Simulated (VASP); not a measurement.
# Al8H in VASP: further runs

Runs on Al8H. Level: PBE. Tasks: single point.

All numbers are computed with VASP 6.6.1; they aren't measurements. Logs are shortened: lines on timing, memory, paths and dates and some standing lists are left out, and cuts for length are marked.

### 1 The cell of the first run

The cell holds a slab with vacuum, 18 atoms: a = 5.714 Å, b = 8.080 Å, c = 22.243 Å, α = 90.00°, β = 90.00°, γ = 90.00°.

### 2 Single point, PBE

File INCAR:

```
SYSTEM = Al8H
  PREC = Accurate
  ENCUT = 520
  EDIFF = 1E-6
  ISMEAR = 0
  SIGMA = 0.1
  LREAL = Auto
  LASPH = .True.
  NELM = 100
  ALGO = Normal
  ISIF = 2
  LWAVE = .False.
  LCHARG = .False.
  LDIPOL = .True.
  IDIPOL = 3
  DIPOL = 0.5 0.5 0.300
  GGA = PE
  NBANDS = 40
```

File KPOINTS:

```
Automatic mesh
0
Gamma
  5 4 1
  0 0 0
```

File POSCAR:

```
Al8H
1.0
    5.7135165837      0.0000000000      0.0000000000
    0.0000000000      8.0801326415      0.0000000000
    0.0000000000      0.0000000000     22.2432786975
Al H
16 2
Direct
    0.2500000000      0.2500000000      0.1798296040
    0.2500000000      0.7500000000      0.1798296040
    0.7500000000      0.2500000000      0.1798296040
    0.7500000000      0.7500000000      0.1798296040
    0.0000000000      0.0000000000      0.2440458181
    0.0000000000      0.5000000000      0.2440458181
    0.5000000000      0.0000000000      0.2440458181
    0.5000000000      0.5000000000      0.2440458181
    0.2500000000      0.2500000000      0.3102598702
    0.2500000000      0.7500000000      0.3102598702
    0.7500000000      0.2500000000      0.3102598702
    0.7500000000      0.7500000000      0.3102598702
    0.0000000000      0.0000000000      0.3705963860
    0.0000000000      0.5000000000      0.3705963860
    0.5000000000      0.0000000000      0.3705963860
    0.5000000000      0.5000000000      0.3705963860
    0.2500000000      0.1931321217      0.4874856286
    0.2500000000      0.3068678783      0.4874856286
```

Potentials or basis: VASP PAW PBE potentials, release 64 (Al, H).

Started as:

```console
cat potpaw_PBE.64/Al/POTCAR potpaw_PBE.64/H/POTCAR > POTCAR
mpirun -np 1 vasp_std > vasp.out
```

OUTCAR:

```text
SYSTEM = Al8H
   PREC = Accurate
   ENCUT = 520
   EDIFF = 1E-6
   ISMEAR = 0
   LREAL = Auto
   LASPH = .True.
   NELM = 100
   ISIF = 2
   GGA = PE

 ion  position               nearest neighbor table
   1  0.250  0.250  0.180-   3 2.86   3 2.86   6 2.86   7 2.86   8 2.86   5 2.86   9 2.90
   2  0.250  0.750  0.180-   4 2.86   4 2.86   6 2.86   7 2.86   8 2.86   5 2.86  10 2.90
   3  0.750  0.250  0.180-   1 2.86   1 2.86   6 2.86   7 2.86   8 2.86   5 2.86  11 2.90
   4  0.750  0.750  0.180-   2 2.86   2 2.86   6 2.86   7 2.86   8 2.86   5 2.86  12 2.90
   5  0.000  0.000  0.244-  13 2.81   7 2.86   7 2.86   4 2.86   1 2.86   2 2.86   3 2.86  11 2.88
                            12 2.88   9 2.88  10 2.88
   6  0.000  0.500  0.244-  14 2.81   8 2.86   8 2.86   4 2.86   1 2.86   2 2.86   3 2.86  11 2.88
                            12 2.88   9 2.88  10 2.88
   7  0.500  0.000  0.244-  15 2.81   5 2.86   5 2.86   4 2.86   1 2.86   2 2.86   3 2.86  11 2.88
                            12 2.88   9 2.88  10 2.88
   8  0.500  0.500  0.244-  16 2.81   6 2.86   6 2.86   4 2.86   1 2.86   2 2.86   3 2.86  11 2.88
                            12 2.88   9 2.88  10 2.88
   9  0.250  0.250  0.310-  13 2.81  14 2.81  15 2.81  16 2.81  11 2.86  11 2.86   7 2.88   8 2.88
                             5 2.88   6 2.88   1 2.90
  10  0.250  0.750  0.310-  13 2.81  14 2.81  15 2.81  16 2.81  12 2.86  12 2.86   7 2.88   8 2.88
                             5 2.88   6 2.88   2 2.90
  11  0.750  0.250  0.310-  13 2.81  14 2.81  15 2.81  16 2.81   9 2.86   9 2.86   7 2.88   8 2.88
                             5 2.88   6 2.88   3 2.90
  12  0.750  0.750  0.310-  13 2.81  14 2.81  15 2.81  16 2.81  10 2.86  10 2.86   7 2.88   8 2.88
                             5 2.88   6 2.88   4 2.90
  13  0.000  0.000  0.371-   9 2.81  10 2.81  11 2.81  12 2.81   5 2.81  15 2.86  15 2.86
  14  0.000  0.500  0.371-   9 2.81  10 2.81  11 2.81  12 2.81   6 2.81  16 2.86  16 2.86
  15  0.500  0.000  0.371-   9 2.81  10 2.81  11 2.81  12 2.81   7 2.81  13 2.86  13 2.86
  16  0.500  0.500  0.371-   9 2.81  10 2.81  11 2.81  12 2.81   8 2.81  14 2.86  14 2.86
  17  0.250  0.193  0.487-
  18  0.250  0.307  0.487-

  LATTYP: Found a simple orthorhombic cell.
 ALAT       =     5.7135165837
 B/A-ratio  =     1.4142135624
 C/A-ratio  =     3.8930977747

  Lattice vectors:

 A1 = (   5.7135165837,   0.0000000000,   0.0000000000)
 A2 = (   0.0000000000,   8.0801326415,   0.0000000000)
 A3 = (   0.0000000000,   0.0000000000,  22.2432786975)

Analysis of symmetry for initial positions (statically):
=====================================================================
 Subroutine PRICEL returns:
 Original cell was already a primitive cell.

 Routine SETGRP: Setting up the symmetry group for a
 simple orthorhombic supercell.

 Subroutine GETGRP returns: Found  4 space group operations
 (whereof  1 operations were pure point group operations)
[... 154 lines left out ...]
     AMIX_MAG =   1.60;   BMIX_MAG =  1.00
  volume/ion in A,a.u.               =      57.05       384.99
  Fermi-wavevector in a.u.,A,eV,Ry     =   0.597803  1.129683  4.862288  0.357368
  Thomas-Fermi vector in A             =   1.648667
   LORBIT       =      0    0 simple, 1 ext, 2 COOP (PROOUT), +10 PAW based schemes
   GGA     = PE    functional components
   LHFCALC =     F    Hartree Fock is set to
   AEXX    =    0.0000 exact exchange contribution
   IVDW    =     0    specifies the selected vdW correction
   LEPSILON=     F    determine dielectric tensor
   LRPA    =     F    only Hartree local field effects (RPA)
 non-spin polarized calculation
 Gauss-broadening in eV      SIGMA  =   0.10
  energy-cutoff  :      520.00
  volume of cell :     1026.88
 maximum number of plane-waves:     27706
   NGX = 21   NGY = 31   NGZ = 83

 dipolmoment           0.000000      0.000000     -0.001109 electrons x Angstroem

 number of electron      49.9999998 magnetization

 dipolmoment           0.000000      0.000000      0.003389 electrons x Angstroem

 Free energy of the ion-electron system (eV)
  ---------------------------------------------------
  ext. energy  EPLUGINS =         0.00000000
  ---------------------------------------------------
  free energy    TOTEN  =       -61.10067284 eV

  energy without entropy =      -61.06403807  energy(sigma->0) =      -61.08235545

 E-fermi :  -0.8764     XC(G=0):  -3.6794

 val. band max:       -0.9094129913   @ k =   0.0000   0.2500   0.0000
 cond. band min:      -0.8293790628   @ k =   0.2000   0.2500   0.0000
 fundamental gap:      0.0800339285
 Fermi energy:        -0.8764309718

 k-point     1 :       0.0000    0.0000    0.0000
  band No.  band energies     occupation
      1     -11.1175      2.00000
      2      -8.9409      2.00000
      3      -8.8610      2.00000
      4      -8.6893      2.00000
      5      -6.7192      2.00000
      6      -6.7043      2.00000
[... 349 lines left out ...]
     36       1.7490      0.00000
     37       1.8515      0.00000
 [bands above 37 left out]

------------------------ aborting loop because EDIFF is reached ----------------------------------------

 vacuum level on the upper side and lower side of the slab       (xc-potential included)        -0.009        -0.019

  FORCE on cell =-STRESS in cart. coord.  units (eV):
  Direction    XX          YY          ZZ          XY          YZ          ZX
  --------------------------------------------------------------------------------------
  -------------------------------------------------------------------------------------
  Total      -11.9249743     -6.8183341     -0.9782809      0.0000000      0.0000000      0.0000000
  in kB      -18.6057529    -10.6381982     -1.5263473      0.0000000      0.0000000      0.0000000
  external PRESSURE =     -10.2567661 kB  Pullay stress =       0.0000000 kB

 VOLUME and BASIS-vectors are now :
 -----------------------------------------------------------------------------
  energy-cutoff  :      520.00
  volume of cell :     1026.88
      direct lattice vectors                 reciprocal lattice vectors
     5.713516584  0.000000000  0.000000000     0.175023558  0.000000000  0.000000000
     0.000000000  8.080132642  0.000000000     0.000000000  0.123760345  0.000000000
     0.000000000  0.000000000 22.243278697     0.000000000  0.000000000  0.044957401

 POSITION                                       TOTAL-FORCE (eV/Angst)
 -----------------------------------------------------------------------------------
      1.42838      2.02003      4.00000         0.000000      0.000000      0.215677
      1.42838      6.06010      4.00000         0.000000      0.000000      0.210792
      4.28514      2.02003      4.00000         0.000000      0.000000      0.193081
      4.28514      6.06010      4.00000         0.000000      0.000000      0.208038
      0.00000      0.00000      5.42838        -0.001817     -0.003492     -0.205728
      0.00000      4.04007      5.42838        -0.001817      0.003492     -0.205728
[... 10 lines left out ...]
      1.42838      1.56053     10.84328         0.000000      3.394039      0.032159
      1.42838      2.47953     10.84328         0.000000     -3.394039      0.032159
 -----------------------------------------------------------------------------------
    total drift:                               -0.000000     -0.000000     -0.014008

  FREE ENERGIE OF THE ION-ELECTRON SYSTEM (eV)
  ---------------------------------------------------
  free  energy   TOTEN  =       -61.1006728352 eV

  energy  without entropy=      -61.0640380719  energy(sigma->0) =      -61.08235545

 vacuum level on the upper side and lower side of the slab         3.211         3.199
```

stdout:

```text
POSCAR found type information on POSCAR AlH
 POSCAR found :  2 types and      18 ions
 scaLAPACK will be used
 LDA part: xc-table for (Slater+PW92), standard interpolation
 POSCAR, INCAR and KPOINTS ok, starting setup
 FFT: planning ... GRIDC
 FFT: planning ... GRID_SOFT
 FFT: planning ... GRID
 WAVECAR not read
 entering main loop
```

It took 8.5 min on 1 thread of Intel Xeon 6975P-C (Granite Rapids), shared host; peak memory 0.88 GiB.

Results:

| Quantity | Value |
| --- | --- |
| Free energy | -61.1007 eV |
| Largest force | 3.394 eV/Å |
| Band gap on the k mesh | zero (bands 25 and 26 overlap by 0.49 eV) |

Forces on the atoms (eV/Å):
```
Al   0.000  0.000  0.216
Al   0.000  0.000  0.211
Al   0.000  0.000  0.193
Al   0.000  0.000  0.208
Al  -0.002 -0.003 -0.206
Al  -0.002  0.003 -0.206
Al   0.002 -0.003 -0.206
Al   0.002  0.003 -0.206
Al   0.000  0.000 -0.019
Al   0.000  0.000 -0.018
Al   0.000  0.000 -0.019
Al   0.000  0.000 -0.013
Al  -0.010 -0.016  0.000
Al  -0.010  0.016  0.000
Al   0.010 -0.016  0.000
Al   0.010  0.016  0.000
H    0.000  3.394  0.032
H    0.000 -3.394  0.032
```

### 3 Single point, PBE

File INCAR:

```
SYSTEM = Al8H
ALGO = Normal
DIPOL = 0.5 0.5 0.305
EDIFF = 1E-7
ENCUT = 520
GGA = PE
IDIPOL = 3
ISIF = 2
ISMEAR = 0
LASPH = .True.
LCHARG = .True.
LDIPOL = .True.
LELF = .True.
LREAL = Auto
LVACPOTAV = .True.
LVHAR = .True.
LWAVE = .False.
NBANDS = 40
NELM = 60
PREC = Accurate
SIGMA = 0.1
```

File KPOINTS:

```
k-points
0
Gamma
  5 4 1
  0 0 0
```

Edit POSCAR of step 2 so:

```diff
@@ -24,3 +24,3 @@
     0.5000000000      0.5000000000      0.3705963860
-    0.2500000000      0.1931321217      0.4874856286
-    0.2500000000      0.3068678783      0.4874856286
+    0.2500000000      0.1931321217      0.5324430296
+    0.2500000000      0.3068678783      0.5324430296
```

Potentials or basis: VASP PAW PBE potentials, release 64 (Al, H).

Started as:

```console
cat potpaw_PBE.64/Al/POTCAR potpaw_PBE.64/H/POTCAR > POTCAR
mpirun -np 1 vasp_std > vasp.out
```

Wall time 9.3 min (1 thread of Intel Xeon 6975P-C (Granite Rapids), shared host); peak memory 0.88 GiB.

Results (log left out):

```
Free energy            : -61.1222 eV
Largest force          : 3.518 eV/Å
Band gap on the k mesh : zero (bands 25 and 26 overlap by 0.49 eV)
```

Forces in eV/Å, atoms in the order of the input:
```
Al   0.000  0.000  0.216
Al   0.000  0.000  0.216
Al   0.000  0.000  0.212
Al   0.000  0.000  0.216
Al   0.000 -0.001 -0.207
Al   0.000  0.001 -0.207
Al   0.000 -0.001 -0.207
Al   0.000  0.001 -0.207
Al   0.000  0.000 -0.014
Al   0.000  0.000 -0.016
Al   0.000  0.000 -0.016
Al   0.000  0.000 -0.015
Al  -0.001 -0.001  0.007
Al  -0.001  0.001  0.007
Al   0.001 -0.001  0.007
Al   0.001  0.001  0.007
H    0.000  3.518  0.000
H    0.000 -3.518  0.000
```

Levels at points of the mesh, in eV from the Fermi level:
```csv
k point,band 21,band 22,band 23,band 24,band 25,band 26,band 27,band 28,band 29,band 30
"(0.00, 0.00, 0.00)",-1.62,-1.45,-0.83,-0.76,-0.55,-0.15,-0.13,0.21,1.24,1.24
"(0.00, 0.50, 0.00)",-1.16,-0.95,-0.95,-0.88,-0.88,0.23,0.23,0.25,0.25,1.18
```
